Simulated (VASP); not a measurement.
LuHf4O, 6 atoms in the cell. It takes space group P4/mmm (No. 123, tetragonal). Conventional cell: a = 2.984 Å, b = 2.984 Å, c = 11.246 Å, α = 90.00°, β = 90.00°, γ = 90.00°. Lu (site symmetry 4/mmm) has 8 Hf at 2.60 Å and 4 Lu at 2.98 Å within 3.4 Å. Hf (site symmetry 4mm) has 6 Hf at 2.57 to 3.05 Å and 4 Lu at 2.60 Å within 3.4 Å. Hf (site symmetry 4mm) has 6 Hf at 2.57 to 3.05 Å and 4 O at 2.60 Å within 3.4 Å. Within 3.4 Å of O (site symmetry 4/mmm) lie 8 Hf at 2.60 Å and 4 O at 2.98 Å. The cell was built from a structure type or drawn by symmetry, and may not be a known phase.

```yaml
Program: VASP 6.6.1
Task: relaxation of cell and atoms
Functional: PBE
Potentials_or_basis: VASP PAW PBE potentials, release 64 (Lu, Hf_pv, O)
Cutoff: 600 eV
k_mesh: 6 × 6 × 2
Occupations: gaussian, width 0.1 eV
Spin: no spin polarisation
Dipole_correction: no
Further_INCAR_settings: ALGO = Normal; EDIFF = 1e-06; IBRION = 2; EDIFFG = -0.04; NSW = 90; ISIF = 3
```

Potentials or basis: VASP PAW PBE potentials, release 64 (Lu, Hf_pv, O).

The run is started by

```console
$ cat potpaw_PBE.64/Lu/POTCAR potpaw_PBE.64/Hf_pv/POTCAR potpaw_PBE.64/O/POTCAR > POTCAR
$ mpirun -np 1 vasp_std > vasp.out
```

Hardware: 1 thread of AMD EPYC 9R45 96-Core Processor (Zen 5), on a shared host.

Estimate the wall time of this run.

Wall time 19 min on 1 thread of AMD EPYC 9R45 96-Core Processor (Zen 5), on a shared host, peak memory 0.26 GiB. Counts: scf iterations 255, k points 20, ion steps 16.
